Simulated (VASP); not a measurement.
# AlN (I4/mmm) in VASP: single point with LDA

Aim: the single point of AlN with LDA.

Program: VASP 6.6.1. These are calculated values, not measurements. Logs are shortened: lines on timing, memory, paths and dates and some standing lists are left out, and cuts for length are marked.

## (1) The cell of the first run

Symmetry: I4/mmm, No. 139, tetragonal system. The conventional cell has a = 2.733 Å, b = 2.733 Å, c = 4.272 Å, α = 90.00°, β = 90.00°, γ = 90.00°. Al (site symmetry 4/mmm) has 6 N at 1.93 to 2.14 Å within 2.6 Å. N (site symmetry 4/mmm) has 6 Al at 1.93 to 2.14 Å within 2.6 Å.

## (2) Single point, LDA (strain -0.050 along x and y, +0.050 along z)

File INCAR:

```
ALGO = Normal
EDIFF = 1E-6
ENCUT = 520
ISIF = 2
ISMEAR = 0
LASPH = True
LCHARG = False
LREAL = False
LWAVE = False
NBANDS = 11
NELM = 100
PREC = Accurate
SIGMA = 0.05
```

File KPOINTS:

```
k-points
0
Gamma
  10 10 10
```

File POSCAR:

```
AlN
1.0
    0.0000000000      1.9327921000      2.1362439000
    1.9327921000      0.0000000000      2.1362439000
    1.9327921000      1.9327921000      0.0000000000
Al N
1 1
Direct
    0.5000000000      0.5000000000      0.5000000000
    0.0000000000      0.0000000000      0.0000000000
```

Potentials or basis: VASP PAW LDA potentials, release 64 (Al, N).

Started as:

```
> cat potpaw_LDA.64/Al/POTCAR potpaw_LDA.64/N/POTCAR > POTCAR
> mpirun -np 1 vasp_std > vasp.out
```

OUTCAR:

```text
EDIFF = 1E-6
   ENCUT = 520
   ISIF = 2
   ISMEAR = 0
   LASPH = True
   LREAL = False
   NELM = 100
   PREC = Accurate

 ion  position               nearest neighbor table
   1  0.500  0.500  0.500-   2 1.93   2 1.93   2 1.93   2 1.93   2 2.14   2 2.14
   2  0.000  0.000  0.000-   1 1.93   1 1.93   1 1.93   1 1.93   1 2.14   1 2.14

  LATTYP: Found a body centered tetragonal cell.
 ALAT       =     2.7333808011
 C/A-ratio  =     1.5630781479

  Lattice vectors:

 A1 = (  -1.9327921000,   0.0000000000,   2.1362439000)
 A2 = (   1.9327921000,   0.0000000000,   2.1362439000)
 A3 = (   0.0000000000,   1.9327921000,  -2.1362439000)

Analysis of symmetry for initial positions (statically):
=====================================================================
 Subroutine PRICEL returns:
 Original cell was already a primitive cell.

 Routine SETGRP: Setting up the symmetry group for a
 body centered tetragonal supercell.

 Subroutine GETGRP returns: Found 16 space group operations
 (whereof 16 operations were pure point group operations)
 out of a pool of 16 trial point group operations.

The static configuration has the point symmetry D_4h.

Analysis of symmetry for dynamics (positions and initial velocities):
=====================================================================
 Subroutine PRICEL returns:
 Original cell was already a primitive cell.

 Routine SETGRP: Setting up the symmetry group for a
 body centered tetragonal supercell.

 Subroutine GETGRP returns: Found 16 space group operations
 (whereof 16 operations were pure point group operations)
 out of a pool of 16 trial point group operations.

The dynamic configuration has the point symmetry D_4h.

 Subroutine INISYM returns: Found 16 space group operations
 (whereof 16 operations are pure point group operations),
 and found     1 'primitive' translations

----------------------------------------------------------------------------------------

                                     Primitive cell

  volume of cell :      15.9607

  direct lattice vectors                    reciprocal lattice vectors
     0.000000000  1.932792100  2.136243900    -0.258693110  0.258693110  0.234055671
     1.932792100  0.000000000  2.136243900     0.258693110 -0.258693110  0.234055671
     1.932792100  1.932792100  0.000000000     0.258693110  0.258693110 -0.234055671

  length of vectors
     2.880837257  2.880837257  2.733380801     0.434311303  0.434311303  0.434311303

  position of ions in fractional coordinates (direct lattice)
     0.500000000  0.500000000  0.500000000
     0.000000000  0.000000000  0.000000000

  ion indices of the primitive-cell ions
   primitive index   ion index
                 1           1
                 2           2

----------------------------------------------------------------------------------------

 KPOINTS: k-points

Automatic generation of k-mesh.
 Grid dimensions read from file:
 generate k-points for:   10   10   10

 Generating k-lattice:

  Cartesian coordinates                     Fractional coordinates (reciprocal lattice)
    -0.025869311  0.025869311  0.023405567     0.100000000 -0.000000000  0.000000000
     0.025869311 -0.025869311  0.023405567    -0.000000000  0.100000000  0.000000000
     0.025869311  0.025869311 -0.023405567     0.000000000  0.000000000  0.100000000

  Length of vectors
     0.043431130  0.043431130  0.043431130

  Shift w.r.t. Gamma in fractional coordinates (k-lattice)
     0.000000000  0.000000000  0.000000000

 Subroutine IBZKPT returns following result:
 ===========================================

 Found    102 irreducible k-points:

 Following reciprocal coordinates:
            Coordinates               Weight
  0.000000  0.000000  0.000000      1.000000
  0.100000  0.000000  0.000000      8.000000
  0.200000  0.000000  0.000000      8.000000
  0.300000 -0.000000  0.000000      8.000000
  0.400000  0.000000  0.000000      8.000000
  0.500000  0.000000  0.000000      4.000000
[... 16 lines left out ...]
  0.300000  0.300000  0.000000      2.000000
  0.400000  0.300000  0.000000      8.000000
 [... further k-points ...]
   k-points           NKPTS =    102   k-points in BZ     NKDIM =    102   number of bands    NBANDS=     11
   number of dos      NEDOS =    301   number of ions     NIONS =      2
   total plane-waves  NPLWV =  11520
   dimension x,y,z NGX =    24 NGY =   24 NGZ =   20
   dimension x,y,z NGXF=    48 NGYF=   48 NGZF=   40
   ions per type =               1   1
   NGX,Y,Z   is equivalent  to a cutoff of  13.85, 13.85, 12.16 a.u.
   NGXF,Y,Z  is equivalent  to a cutoff of  27.70, 27.70, 24.33 a.u.
 SYSTEM =  unknown system
   PREC   = accura    normal or accurate (medium, high low for compatibility)
   ISTART =      0    job   : 0-new  1-cont  2-samecut
   ICHARG =      2    charge: 1-file 2-atom 10-const
   ISPIN  =      1    spin polarized calculation?
   LNONCOLLINEAR =      F non collinear calculations
   LSORBIT =      F    spin-orbit coupling
   LASPH  =      T    aspherical Exc in radial PAW
   ENCUT  =  520.0 eV  38.22 Ry    6.18 a.u.   5.36  5.36  5.08*2*pi/ulx,y,z
   NELM   =    100;   NELMIN=  2; NELMDL= -5     # of ELM steps
   EDIFF  = 0.1E-05   stopping-criterion for ELM
   LREAL  =      F    real-space projection
   EDIFFG = 0.1E-04   stopping-criterion for IOM
   NSW    =      0    number of steps for IOM
   IBRION =     -1    ionic relax: 0-MD 1-quasi-New 2-CG
   NFREE  =      0    steps in history (QN), initial steepest desc. (CG)
   ISIF   =      2    stress and relaxation
   ISYM   =      2    0-nonsym 1-usesym 2-fastsym
   POTIM  = 0.5000    time-step for ionic-motion
   TEBEG  =    0.0;   TEEND  =   0.0 temperature during run
   PSTRESS=    0.0 pullay stress
   NELECT =       8.0000    total number of electrons
   NUPDOWN=      -1.0000    fix difference up-down
   EMIN   =  10.00;   EMAX   =-10.00  energy-range for DOS
   EFERMI =   0.00;   METHOD = LEGACY
   ISMEAR =     0;   SIGMA  =   0.05  broadening in eV -4-tet -1-fermi 0-gaus
   EFERMI_NEDOS =   21; number of points for ismear=-14 and -15
   IALGO  =     38    algorithm
   IMIX   =      4    mixing-type and parameters
     AMIX     =   0.40;   BMIX     =  1.00
     AMIX_MAG =   1.60;   BMIX_MAG =  1.00
  volume/ion in A,a.u.               =       7.98        53.85
  Fermi-wavevector in a.u.,A,eV,Ry     =   1.300432  2.457461 23.009145  1.691124
  Thomas-Fermi vector in A             =   2.431632
   LORBIT       =      0    0 simple, 1 ext, 2 COOP (PROOUT), +10 PAW based schemes
   GGA     = CA    functional components
   LHFCALC =     F    Hartree Fock is set to
   AEXX    =    0.0000 exact exchange contribution
   IVDW    =     0    specifies the selected vdW correction
   LEPSILON=     F    determine dielectric tensor
   LRPA    =     F    only Hartree local field effects (RPA)
 non-spin polarized calculation
 Gauss-broadening in eV      SIGMA  =   0.05
  energy-cutoff  :      520.00
  volume of cell :       15.96
 maximum number of plane-waves:       441
 NGX is ok and might be reduce to    24
   NGX = 11   NGY = 11   NGZ = 11

 number of electron       8.0000000 magnetization

 Free energy of the ion-electron system (eV)
  ---------------------------------------------------
  ext. energy  EPLUGINS =         0.00000000
  ---------------------------------------------------
  free energy    TOTEN  =       -16.12494249 eV

  energy without entropy =      -16.12494249  energy(sigma->0) =      -16.12494249

 E-fermi :  10.7672     XC(G=0): -12.7220

 val. band max:       10.4963131778   @ k =   0.0000   0.0000   0.0000
 cond. band min:      14.7266339374   @ k =   0.5000   0.0000   0.5000
 fundamental gap:      4.2303207596
 Fermi energy:        10.7671952095

 k-point     1 :       0.0000    0.0000    0.0000
  band No.  band energies     occupation
      1      -7.5931      2.00000
      2       9.9306      2.00000
      3       9.9306      2.00000
      4      10.4963      2.00000
      5      16.2019      0.00000
      6      21.4742      0.00000
      7      22.8746      0.00000
      8      22.8746      0.00000
      9      26.5692      0.00000
     10      26.7126      0.00000
     11      27.7582      0.00000

 k-point     2 :       0.1000    0.0000    0.0000
  band No.  band energies     occupation
      1      -7.3784      2.00000
      2       9.0400      2.00000
      3       9.8493      2.00000
      4      10.1895      2.00000
      5      16.7823      0.00000
      6      21.3438      0.00000
      7      22.2229      0.00000
      8      23.2086      0.00000
      9      25.2258      0.00000
     10      27.9762      0.00000
     11      28.2207      0.00000

 k-point     3 :       0.2000    0.0000    0.0000
  band No.  band energies     occupation
      1      -6.7529      2.00000
      2       6.9146      2.00000
      3       9.6490      2.00000
      4       9.6986      2.00000
      5      17.2805      0.00000
      6      20.9483      0.00000
      7      22.0360      0.00000
      8      23.7841      0.00000
      9      25.4195      0.00000
     10      26.7313      0.00000
     11      28.2513      0.00000
[... 267 lines left out ...]
 k-point    23 :       0.3000    0.3000    0.0000
  band No.  band energies     occupation
      1      -5.5517      2.00000
      2       5.0709      2.00000
      3       8.3761      2.00000
      4       8.3761      2.00000
      5      17.1691      0.00000
      6      17.6126      0.00000
      7      21.4497      0.00000
      8      26.7382      0.00000
      9      26.7382      0.00000
     10      31.9472      0.00000
     11      34.5093      0.00000

 k-point    24 :       0.4000    0.3000    0.0000
  band No.  band energies     occupation
      1      -4.8208      2.00000
      2       4.0267      2.00000
      3       7.4383      2.00000
      4       8.1768      2.00000
      5      16.9312      0.00000
      6      17.7010      0.00000
      7      21.9768      0.00000
      8      26.8319      0.00000
      9      27.3882      0.00000
     10      32.7338      0.00000
     11      34.7313      0.00000

 [... further k-points ...]

------------------------ aborting loop because EDIFF is reached ----------------------------------------

  FORCE on cell =-STRESS in cart. coord.  units (eV):
  Direction    XX          YY          ZZ          XY          YZ          ZX
  --------------------------------------------------------------------------------------
  -------------------------------------------------------------------------------------
  Total        1.8821546      1.8821546     -1.1178020      0.0000000      0.0000000     -0.0000000
  in kB      188.9360183    188.9360183   -112.2081375      0.0000000      0.0000000     -0.0000000
  external PRESSURE =      88.5546330 kB  Pullay stress =       0.0000000 kB

 VOLUME and BASIS-vectors are now :
 -----------------------------------------------------------------------------
  energy-cutoff  :      520.00
  volume of cell :       15.96
      direct lattice vectors                 reciprocal lattice vectors
     0.000000000  1.932792100  2.136243900    -0.258693110  0.258693110  0.234055671
     1.932792100  0.000000000  2.136243900     0.258693110 -0.258693110  0.234055671
     1.932792100  1.932792100  0.000000000     0.258693110  0.258693110 -0.234055671

 POSITION                                       TOTAL-FORCE (eV/Angst)
 -----------------------------------------------------------------------------------
      1.93279      1.93279      2.13624        -0.000000      0.000000      0.000000
      0.00000      0.00000      0.00000         0.000000     -0.000000      0.000000
 -----------------------------------------------------------------------------------
    total drift:                                0.000000     -0.000000     -0.000000

  FREE ENERGIE OF THE ION-ELECTRON SYSTEM (eV)
  ---------------------------------------------------
  free  energy   TOTEN  =       -16.1249424893 eV

  energy  without entropy=      -16.1249424893  energy(sigma->0) =      -16.12494249
```

Run time: 13 s. Hardware: 1 thread of Intel Xeon 8259CL, shared host; peak memory 0.13 GiB.

What came out:

* Free energy: -16.1249 eV
* Pressure: 8.9 GPa
* Band gap on the k mesh: 4.23 eV, indirect (least direct gap 5.71 eV)

Caveat: the cell differs from its parent crystal (strain -0.050 along x and y, +0.050 along z).
